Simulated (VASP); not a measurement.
A run of VASP 6.6.1:

POSCAR

```
Ge
1.0
    0.0000000000      2.8289100000      2.8289100000
    2.8289100000      0.0000000000      2.8289100000
    2.8289100000      2.8289100000      0.0000000000
Ge
2
Direct
    0.0000000000      0.0000000000      0.0000000000
    0.2500000000      0.2500000000      0.2500000000
```

The input INCAR.step1:

```
SYSTEM = Ge
ALGO = Normal ; EDIFF = 1E-4
ENCUT = 520 ; GGA = PE
ISMEAR = -1 ; LASPH = .True.
LCHARG = .False. ; LREAL = .False.
LWAVE = .True. ; NBANDS = 21
NELM = 60 ; PREC = Accurate
SIGMA = 0.05
```

Contents of INCAR.step2:

```
SYSTEM = Ge
ALGO = Normal ; EDIFF = 1E-8
ENCUT = 520 ; ISIF = 2
ISMEAR = -1 ; ISTART = 1
LASPH = .True. ; LCHARG = .False.
LEFG = .True. ; LMIXTAU = .True.
LREAL = .False. ; LWAVE = .False.
METAGGA = R2SCAN ; NBANDS = 21
NELM = 60 ; PREC = Accurate
SIGMA = 0.05
```

KPOINTS

```
k-points
0
Gamma
  9 9 9
  0 0 0
```

Potentials or basis: VASP PAW PBE potentials, release 64 (Ge_d).

Launch:

```bash
$ cat potpaw_PBE.64/Ge_d/POTCAR > POTCAR
$ cp INCAR.step1 INCAR
$ mpirun -np 1 vasp_std > vasp.out
$ cp INCAR.step2 INCAR
$ mpirun -np 1 vasp_std > vasp.out
```

Hardware: 1 thread of Intel Xeon 8259CL, on a shared host.

Q: Estimate the wall time of this run.

A: Wall time 4.7 min on 1 thread of Intel Xeon 8259CL, with other jobs on the host, peak memory 0.18 GiB. Counts: k points 35.
